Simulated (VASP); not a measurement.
Set up this calculation in VASP 6.6.1, as the native input.

* Task: single point
* Functional: revPBE
* Potentials or basis: VASP PAW PBE potentials, release 64 (In_d)
* Cutoff: 520 eV
* k mesh: 9 × 9 × 9
* Occupations: fermi-dirac, width 0.1 eV
* Spin: no spin polarisation
* Dipole correction: no
* Further INCAR settings: ALGO = Normal; EDIFF = 1e-06; NBANDS = 20

The structure of In lies in POSCAR:

```
In
1.0
    0.0000000000      3.4581315188      3.4581315188
    3.4581315188      0.0000000000      3.4581315188
    3.4581315188      3.4581315188      0.0000000000
In
2
Direct
    0.1250000000      0.1250000000      0.1250000000
    0.8750000000      0.8750000000      0.8750000000
```

This isn't the form of In at room conditions, which is tetragonal.

These files were run (other wordings do the same):

INCAR

```
PREC = Accurate
ENCUT = 520
EDIFF = 1E-6
ISMEAR = -1
SIGMA = 0.1
LREAL = F
LASPH = T
NELM = 100
ALGO = Normal
ISIF = 2
LWAVE = F
LCHARG = F
GGA = RE
NBANDS = 20
```

KPOINTS

```
Automatic mesh
0
Gamma
  9 9 9
```

Potentials or basis: VASP PAW PBE potentials, release 64 (In_d).

Command:

```sh
$ cat potpaw_PBE.64/In_d/POTCAR > POTCAR
$ mpirun -np 1 vasp_std > vasp.out
```

It gave:

```
Pressure               : -0.6 GPa
Band gap on the k mesh : zero (bands 13 and 14 overlap by 2.67 eV)
```

Caveat: the PAW data sets were made with another functional, which shifts forces and pressure a little; spin-orbit coupling is left out, which moves the levels of the heavy elements.

Run time: 68 s on 1 thread of Intel Xeon 8259CL (shared host), peak memory 0.22 GiB.
